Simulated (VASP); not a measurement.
# CuAu3 (P4/mmm) in VASP: notebook, part 2 of 2

VASP 6.6.1. The steps go on from the part before.

### 3 Single point, PBEsol (biaxial strain in the a-b plane: -6.0 %)

INCAR

```
SYSTEM = CuAu3
PREC     = Accurate       ! precision mode
ENCUT    = 520            ! plane-wave cutoff, eV
EDIFF    = 1E-7           ! SCF threshold, eV
ISMEAR   = 0              ! smearing method
SIGMA    = 0.1            ! smearing width, eV
LREAL    = .False.        ! projectors in reciprocal space
LASPH    = .True.         ! aspherical terms in the spheres
NELM     = 80             ! most SCF steps
ALGO     = Fast           ! electronic algorithm
ISIF     = 2              ! what is computed and relaxed
LWAVE    = .False.        ! write WAVECAR
LCHARG   = .False.        ! write CHGCAR
GGA      = PS             ! functional
NBANDS   = 30             ! bands
```

KPOINTS

```
regular mesh
0
Gamma
  14 14 14
  0 0 0
```

POSCAR

```
CuAu3
1.0
    3.7357966438      0.0000000000      0.0000000000
    0.0000000000      3.7357966438      0.0000000000
    0.0000000000      0.0000000000      4.1173248117
Cu Au
1 3
Direct
    0.0000000000      0.0000000000      0.0000000000
    0.0000000000      0.5000000000      0.5000000000
    0.5000000000      0.0000000000      0.5000000000
    0.5000000000      0.5000000000      0.0000000000
```

Potentials or basis: VASP PAW PBE potentials, release 64 (Cu, Au).

Run with:

```console
> cat potpaw_PBE.64/Cu/POTCAR potpaw_PBE.64/Au/POTCAR > POTCAR
> mpirun -np 1 vasp_std > vasp.out
```

OUTCAR:

```text
SYSTEM = CuAu3
   PREC = Accurate
   ENCUT = 520
   EDIFF = 1E-7
   ISMEAR = 0
   LREAL = .False.
   LASPH = .True.
   NELM = 80
   ISIF = 2
   GGA = PS

 ion  position               nearest neighbor table
   1  0.000  0.000  0.000-   4 2.64   4 2.64   4 2.64   4 2.64   3 2.78   2 2.78   3 2.78   2 2.78
                             3 2.78   2 2.78   3 2.78   2 2.78
   2  0.000  0.500  0.500-   3 2.64   3 2.64   3 2.64   3 2.64   4 2.78   1 2.78   1 2.78   1 2.78
                             4 2.78   4 2.78   4 2.78   1 2.78
   3  0.500  0.000  0.500-   2 2.64   2 2.64   2 2.64   2 2.64   4 2.78   1 2.78   4 2.78   4 2.78
                             1 2.78   4 2.78   1 2.78   1 2.78
   4  0.500  0.500  0.000-   1 2.64   1 2.64   1 2.64   1 2.64   3 2.78   2 2.78   3 2.78   3 2.78
                             3 2.78   2 2.78   2 2.78   2 2.78

  LATTYP: Found a simple tetragonal cell.
 ALAT       =     3.7357966438
 C/A-ratio  =     1.1021276596

  Lattice vectors:

 A1 = (   3.7357966438,   0.0000000000,   0.0000000000)
 A2 = (   0.0000000000,   3.7357966438,   0.0000000000)
 A3 = (   0.0000000000,   0.0000000000,   4.1173248117)

Analysis of symmetry for initial positions (statically):
=====================================================================
 Subroutine PRICEL returns:
 Original cell was already a primitive cell.

[... 180 lines left out ...]
 Fermi energy:        10.5982760857

 k-point     1 :       0.0000    0.0000    0.0000
  band No.  band energies     occupation
      1      -0.3974      2.00000
      2       2.0969      2.00000
      3       2.9221      2.00000
      4       2.9760      2.00000
      5       3.1759      2.00000
      6       3.1759      2.00000
[... 781 lines left out ...]
     29      21.1346      0.00000
     30      22.2694      0.00000

 [... further k-points ...]

------------------------ aborting loop because EDIFF is reached ----------------------------------------

  FORCE on cell =-STRESS in cart. coord.  units (eV):
  Direction    XX          YY          ZZ          XY          YZ          ZX
  --------------------------------------------------------------------------------------
  -------------------------------------------------------------------------------------
  Total        8.5020753      8.5020753      4.8890551      0.0000000      0.0000000     -0.0000000
  in kB      237.0576344    237.0576344    136.3182280      0.0000000      0.0000000     -0.0000000
  external PRESSURE =     203.4778323 kB  Pullay stress =       0.0000000 kB

 VOLUME and BASIS-vectors are now :
 -----------------------------------------------------------------------------
  energy-cutoff  :      520.00
  volume of cell :       57.46
      direct lattice vectors                 reciprocal lattice vectors
     3.735796644  0.000000000  0.000000000     0.267680523  0.000000000  0.000000000
     0.000000000  3.735796644  0.000000000     0.000000000  0.267680523  0.000000000
     0.000000000  0.000000000  4.117324812     0.000000000  0.000000000  0.242876150

 POSITION                                       TOTAL-FORCE (eV/Angst)
 -----------------------------------------------------------------------------------
      0.00000      0.00000      0.00000         0.000000      0.000000      0.000000
      0.00000      1.86790      2.05866         0.000000      0.000000      0.000000
      1.86790      0.00000      2.05866         0.000000      0.000000      0.000000
      1.86790      1.86790      0.00000         0.000000      0.000000      0.000000
 -----------------------------------------------------------------------------------
    total drift:                               -0.000000      0.000000      0.000000

  FREE ENERGIE OF THE ION-ELECTRON SYSTEM (eV)
  ---------------------------------------------------
  free  energy   TOTEN  =       -15.8013902033 eV

  energy  without entropy=      -15.7963681748  energy(sigma->0) =      -15.79887919
```

OSZICAR:

```text
N       E                     dE             d eps       ncg     rms          rms(c)
DAV:   1     0.362533739435E+03    0.36253E+03   -0.21846E+04 18022   0.186E+03
DAV:   2     0.461952972007E+01   -0.35791E+03   -0.33444E+03 18340   0.402E+02
DAV:   3    -0.172007587658E+02   -0.21820E+02   -0.20995E+02 19438   0.102E+02
DAV:   4    -0.176031694653E+02   -0.40241E+00   -0.40179E+00 19794   0.128E+01
[... 13 lines left out ...]
RMM:  18    -0.158013910067E+02    0.29139E-05   -0.43194E-06 19586   0.208E-02    0.862E-03
RMM:  19    -0.158013909349E+02    0.71794E-07   -0.10609E-06 16269   0.541E-03    0.775E-03
RMM:  20    -0.158013907080E+02    0.22690E-06   -0.25430E-07 12871   0.395E-03    0.689E-03
RMM:  21    -0.158013902218E+02    0.48617E-06   -0.68045E-07 14373   0.889E-03    0.270E-03
RMM:  22    -0.158013902033E+02    0.18538E-07   -0.86096E-08 10851   0.211E-03
   1 F= -.15801390E+02 E0= -.15798879E+02  d E =-.502203E-02
```

stdout:

```text
POSCAR found type information on POSCAR CuAu
 POSCAR found :  2 types and       4 ions
 scaLAPACK will be used
 -----------------------------------------------------------------------------
|                                                                             |
|                                                                             |
|     You enforced a specific xc type in the INCAR file but a different       |
|     I HOPE YOU KNOW WHAT YOU ARE DOING!                                     |
|                                                                             |
 -----------------------------------------------------------------------------

 LDA part: xc-table for (Slater+PW92), standard interpolation
 POSCAR, INCAR and KPOINTS ok, starting setup
 FFT: planning ... GRIDC
 FFT: planning ... GRID_SOFT
 FFT: planning ... GRID
 WAVECAR not read
 entering main loop
```

Run time: 13 min. Hardware: 1 thread of Intel Xeon 8259CL, shared host; peak memory 0.5 GiB.

Results:

```
Free energy            : -15.8014 eV
Pressure               : 20.3 GPa
Band gap on the k mesh : zero (bands 22 and 23 overlap by 2.58 eV)
```

Levels at points of the mesh, in eV from the Fermi level:
| k point | band 20 | band 21 | band 22 | band 23 | band 24 | band 25 |
| --- | --- | --- | --- | --- | --- | --- |
| (0.00, 0.00, 0.00) | -1.36 | -0.98 | -0.44 | 1.38 | 1.38 | 5.26 |
| (0.50, 0.00, 0.00) | -2.27 | -1.78 | -1.73 | 4.96 | 5.44 | 5.46 |
| (0.50, 0.50, 0.00) | -2.35 | -0.43 | 0.16 | 0.68 | 0.68 | 7.95 |
| (0.00, 0.00, 0.50) | -1.98 | -1.36 | -0.98 | 6.25 | 6.25 | 6.43 |
| (0.50, 0.00, 0.50) | -2.48 | -0.98 | -0.38 | -0.21 | -0.20 | 9.24 |
| (0.50, 0.50, 0.50) | -1.66 | -1.54 | -1.50 | -1.50 | -1.50 | 3.25 |

Caveat: the cell differs from its parent crystal (biaxial strain in the a-b plane: -6.0 %); the cell stands under pressure; the PAW data sets were made with another functional, which shifts forces and pressure a little; spin-orbit coupling is left out, which moves the levels of the heavy elements.

### 4 Single point, PBEsol (biaxial strain in the a-b plane: -4.0 %)

INCAR

```
SYSTEM = CuAu3
PREC = Accurate ; ENCUT = 520
EDIFF = 1E-7 ; ISMEAR = 0
SIGMA = 0.1 ; LREAL = .False.
LASPH = .True. ; NELM = 80
ALGO = Fast ; ISIF = 2
LWAVE = .False. ; LCHARG = .False.
GGA = PS ; NBANDS = 30
```

KPOINTS is that of step 3.

POSCAR

```
CuAu3
1.0
    3.8152816788      0.0000000000      0.0000000000
    0.0000000000      3.8152816788      0.0000000000
    0.0000000000      0.0000000000      4.0696337907
Cu Au
1 3
Direct
    0.0000000000      0.0000000000      0.0000000000
    0.0000000000      0.5000000000      0.5000000000
    0.5000000000      0.0000000000      0.5000000000
    0.5000000000      0.5000000000      0.0000000000
```

Run with:

```console
> cat potpaw_PBE.64/Cu/POTCAR potpaw_PBE.64/Au/POTCAR > POTCAR
> mpirun -np 1 vasp_std > vasp.out
```

Run time: 13 min. Hardware: 1 thread of Intel Xeon 8259CL, shared host; peak memory 0.51 GiB.

It converged, with:

```
Free energy            : -16.0404 eV
Pressure               : 11.6 GPa
Band gap on the k mesh : zero (bands 22 and 23 overlap by 2.28 eV)
```

Stress tensor (GPa, compression positive):
```
13.43  0.00  0.00
 0.00 13.43  0.00
 0.00  0.00  8.09
```

Levels at points of the mesh, in eV from the Fermi level:
| k point | band 20 | band 21 | band 22 | band 23 | band 24 | band 25 |
| --- | --- | --- | --- | --- | --- | --- |
| (0.00, 0.00, 0.00) | -1.40 | -1.21 | 0.02 | 1.21 | 1.21 | 5.53 |
| (0.50, 0.00, 0.00) | -2.13 | -1.69 | -1.62 | 5.11 | 5.55 | 5.59 |
| (0.50, 0.50, 0.00) | -2.29 | -0.55 | 0.04 | 0.40 | 0.40 | 8.05 |
| (0.00, 0.00, 0.50) | -1.96 | -1.40 | -1.21 | 6.01 | 6.11 | 6.11 |
| (0.50, 0.00, 0.50) | -2.37 | -0.90 | -0.32 | -0.17 | -0.16 | 8.93 |
| (0.50, 0.50, 0.50) | -1.64 | -1.43 | -1.39 | -1.38 | -1.38 | 3.16 |

Caveat: the cell differs from its parent crystal (biaxial strain in the a-b plane: -4.0 %); the cell stands under pressure; the PAW data sets were made with another functional, which shifts forces and pressure a little; spin-orbit coupling is left out, which moves the levels of the heavy elements.

### 5 Single point, PBEsol (biaxial strain in the a-b plane: -6.0 %, then relaxed in part)

INCAR

```
SYSTEM = CuAu3
PREC = Accurate
ENCUT = 520
EDIFF = 1E-6
ISMEAR = 0
SIGMA = 0.1
LREAL = .FALSE.
LASPH = .TRUE.
NELM = 100
ALGO = Fast
ISIF = 2
LWAVE = .FALSE.
LCHARG = .FALSE.
GGA = PS
NBANDS = 30
```

KPOINTS

```
regular mesh
0
G
  14 14 14
  0 0 0
```

POSCAR

```
CuAu3
1.0
    3.7357966438      0.0000000000      0.0000000000
    0.0000000000      3.7357966438      0.0000000000
    0.0000000000      0.0000000000      4.3313111413
Cu Au
1 3
Direct
    0.0000000000      0.0000000000      0.0000000000
    0.0000000000      0.5000000000      0.5000000000
    0.5000000000      0.0000000000      0.5000000000
    0.5000000000      0.5000000000      0.0000000000
```

Run with:

```console
> cat potpaw_PBE.64/Cu/POTCAR potpaw_PBE.64/Au/POTCAR > POTCAR
> mpirun -np 1 vasp_std > vasp.out
```

Run time: 11 min. Hardware: 1 thread of Intel Xeon 8259CL, shared host; peak memory 0.52 GiB.

Results (log left out):

| Property | Result |
| --- | --- |
| Free energy | -15.9228 eV |
| Pressure | 9.5 GPa |
| Band gap on the k mesh | zero (bands 22 and 23 overlap by 2.47 eV) |

Stress tensor (GPa, compression positive):
```
14.20  0.00  0.00
 0.00 14.20  0.00
 0.00  0.00  0.00
```

Levels at points of the mesh, in eV from the Fermi level:
```csv
k point,band 19,band 20,band 21,band 22,band 23,band 24,band 25,band 26
"(0.00, 0.00, 0.00)",-1.58,-1.19,-0.73,-0.70,1.88,1.88,4.16,7.92
"(0.50, 0.00, 0.00)",-2.23,-2.22,-1.90,-1.72,4.28,4.58,5.05,5.78
"(0.50, 0.50, 0.00)",-2.14,-2.14,-0.23,0.32,0.88,0.88,7.10,7.39
"(0.00, 0.00, 0.50)",-2.12,-1.80,-1.19,-0.72,6.17,6.17,6.32,6.32
"(0.50, 0.00, 0.50)",-2.34,-2.33,-1.02,-0.47,-0.40,-0.38,9.32,10.16
"(0.50, 0.50, 0.50)",-1.61,-1.57,-1.22,-1.19,-1.19,-1.19,2.91,3.67
```

Caveat: the cell differs from its parent crystal (biaxial strain in the a-b plane: -6.0 %, then relaxed in part); the cell stands under pressure; the PAW data sets were made with another functional, which shifts forces and pressure a little; spin-orbit coupling is left out, which moves the levels of the heavy elements.

### 6 Overview

```csv
cell,further INCAR settings,gap on the mesh (eV),pressure (GPa)
"a = 4.213, b = 3.915, c = 3.915 Å, 4 atoms",ALGO = Fast; EDIFF = 1e-06; NBANDS = 30,none,-4.2
"a = 3.736, b = 3.736, c = 4.117 Å, 4 atoms",ALGO = Fast; EDIFF = 1e-07; NBANDS = 30,none,20.3
"a = 3.815, b = 3.815, c = 4.070 Å, 4 atoms",ALGO = Fast; EDIFF = 1e-07; NBANDS = 30,none,11.6
"a = 3.736, b = 3.736, c = 4.331 Å, 4 atoms",ALGO = Fast; EDIFF = 1e-06; NBANDS = 30,none,9.5
```

Alike in all rows: task single point; level PBEsol; potentials or basis VASP PAW PBE potentials, release 64 (Cu, Au); no spin polarisation; k mesh 14 × 14 × 14; cutoff (eV) 520; smearing gaussian 0.1 eV.

Caveats: the PAW data sets were made with another functional, which shifts forces and pressure a little; spin-orbit coupling is left out, which moves the levels of the heavy elements; the cell stands under pressure (at least some runs); the cell stands under tension (at least some runs).

Total energies depend on the potentials used, so only differences within one code and one set of settings carry meaning.
